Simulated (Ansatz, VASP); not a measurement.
This is a calculation of Pb for Ansatz 0.2.0.

input.yaml

```yaml
crystal:
  lattice:
    - [0.0, 2.47502, 2.47502]
    - [2.47502, 0.0, 2.47502]
    - [2.47502, 2.47502, 0.0]
  atoms:
    - { symbol: Pb, position: [0.0, 0.0, 0.0] }
hamiltonian:
  xc: pbesol
  pseudopotentials: { kind: paw }
  dispersion: d4
kpoints:
  mp_grid: { grid: [9, 9, 9] }
scf:
  occupations: { method: fermi_dirac, width: 0.05 }
output:
  forces: true
  stress: true
  eigenvalues: true
```

Potentials or basis: Ansatz PAW.

Command:

```console
$ ansatz run input.yaml --threads 2 --pin off --max-ram 5120MiB --backend cpu --events-out ev --progress --plain --runs-dir out
```

Task: Set up the same calculation for VASP 6.6.1. Potentials there: VASP PAW PBE potentials, release 64 (Pb_d).

Result: As run (the cutoff follows the program's own potentials):

Contents of INCAR:

```
PREC = Accurate
ENCUT = 520
EDIFF = 1E-7
ISMEAR = -1
SIGMA = 0.05
LREAL = False
LASPH = True
NELM = 100
ALGO = Fast
ISIF = 2
LWAVE = False
LCHARG = False
GGA = PS
IVDW = 13
NBANDS = 13
```

Contents of KPOINTS:

```
regular mesh
0
Gamma
  9 9 9
```

Contents of POSCAR:

```
Pb
1.0
    0.0000000000      2.4750200000      2.4750200000
    2.4750200000      0.0000000000      2.4750200000
    2.4750200000      2.4750200000      0.0000000000
Pb
1
Direct
    0.0000000000      0.0000000000      0.0000000000
```

Potentials or basis: VASP PAW PBE potentials, release 64 (Pb_d).

Command:

```bash
$ cat potpaw_PBE.64/Pb_d/POTCAR > POTCAR
$ mpirun -np 1 vasp_std > vasp.out
```

Both were run:

|  | VASP | Ansatz | Ansatz less VASP |
| --- | --- | --- | --- |
| gap on the k mesh at the Fermi level (eV) | none | none | - |
| pressure (GPa) | -2.0 | -1.9 | +0.07 |

VASP's potentials were made for PBE, not for PBEsol. A gap of «none» marks a metal or a gap that the smearing closes.

Spin-orbit coupling is off throughout.
